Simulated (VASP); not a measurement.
A run of VASP 6.6.1:

POSCAR

```
Te
1.0
    4.6324895870      0.0000000000      0.0000000000
   -2.3162447935      4.0118536651      0.0000000000
    0.0000000000      0.0000000000      5.8869033494
Te
3
Direct
    0.2535874851      0.0000000000      0.3333333333
    1.0000000000      0.2535874851      0.6666666667
    0.7464125149      0.7464125149      0.0000000000
```

Contents of INCAR.step1:

```
SYSTEM = Te
  ALGO = Normal
  EDIFF = 1E-4
  ENCUT = 520
  GGA = PE
  ISMEAR = -1
  LASPH = .True.
  LCHARG = .False.
  LREAL = .False.
  LWAVE = .True.
  NBANDS = 16
  NELM = 60
  PREC = Accurate
  SIGMA = 0.05
```

File INCAR.step2:

```
SYSTEM = Te
  ALGO = Normal
  EDIFF = 1E-6
  ENCUT = 520
  ISIF = 2
  ISMEAR = -1
  ISTART = 1
  LASPH = .True.
  LCHARG = .False.
  LMIXTAU = .True.
  LREAL = .False.
  LWAVE = .False.
  METAGGA = R2SCAN
  NBANDS = 16
  NELM = 60
  PREC = Accurate
  SIGMA = 0.05
```

Contents of KPOINTS:

```
k-points
0
Gamma
  6 6 5
  0 0 0
```

Potentials or basis: VASP PAW PBE potentials, release 64 (Te).

Launch:

```sh
$ cat potpaw_PBE.64/Te/POTCAR > POTCAR
$ cp INCAR.step1 INCAR
$ mpirun -np 1 vasp_std > vasp.out
$ cp INCAR.step2 INCAR
$ mpirun -np 1 vasp_std > vasp.out
```

Hardware: 1 thread of Intel(R) Xeon(R) Platinum 8259CL CPU @ 2.50GHz (Skylake/Cascade Lake) (shared host).

Task: Estimate the wall time of this run.

Result: Run time: 2.3 min on 1 thread of Intel(R) Xeon(R) Platinum 8259CL CPU @ 2.50GHz (Skylake/Cascade Lake) (shared host), peak memory 0.27 GiB. Counts: k points 27.
